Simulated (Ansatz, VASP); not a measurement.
## Two plane-wave programs on Co

```
Co
1.0
    -1.72456    1.41726    1.26409
     1.41726   -1.72456    1.26409
     3.19559    3.19559   -1.82692
Co
2
Direct
  0.95830 0.04170 0.00000
  0.79170 0.20830 0.50000
```

Alike in both runs: task single point; functional BLYP; k mesh 18 × 18 × 9; occupations fermi-dirac, width 0.05 eV; collinear spin.

|  | VASP | Ansatz |
| --- | --- | --- |
| version | VASP 6.6.1 | Ansatz 0.2.0 |
| potentials or method | VASP PAW PBE potentials, release 64 (Co), cutoff 520 eV | plane waves (420 eV) with PAW, scalar-relativistic |
| valence electrons in the cell | 18 | 34 |

VASP gave:

```
pressure (GPa)                                                : -7.2
net moment per atom (μB)                                      : 1.61
size of the moment on the site where the two differ most (μB) : 1.64
```

Task: Which values does Ansatz return?

Result: Pressure (GPa): -7.1; net moment per atom (μB): 1.62; size of the moment on the site where the two differ most (μB): 1.69.

VASP's potentials were made for PBE, not for BLYP. Site moments also hang on the region over which each program counts them. The functional is the same, so the differences come from potentials, cutoffs and numerics. VASP's potentials hold 18 valence electrons a cell and Ansatz's 34, so a difference there can come from the potentials and not from the codes.
